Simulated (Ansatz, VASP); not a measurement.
# CdS: VASP beside Ansatz

```
CELL_PARAMETERS angstrom
0.00000 2.96707 2.96707
2.96707 0.00000 2.96707
2.96707 2.96707 0.00000
ATOMIC_POSITIONS crystal
Cd 0.00000 0.00000 0.00000
S 0.75000 0.75000 0.75000
```

Change from the starting cell: volume scaled by 1.06.

Alike in both runs: task single point; functional PBE; k mesh 9 × 9 × 9; occupations fermi-dirac, width 0.03 eV; no spin polarisation.

|  | VASP | Ansatz |
| --- | --- | --- |
| version | VASP 6.6.1 | Ansatz 0.2.0 |
| potentials or method | VASP PAW PBE potentials, release 64 (Cd, S), cutoff 520 eV | all-electron LAPW, scalar-relativistic |

Ansatz gave:

* pressure (GPa): -0.2

Q: Which values does VASP return?

A: Pressure (GPa): 0.1.

Ansatz ran all-electron here, and VASP with PAW potentials.
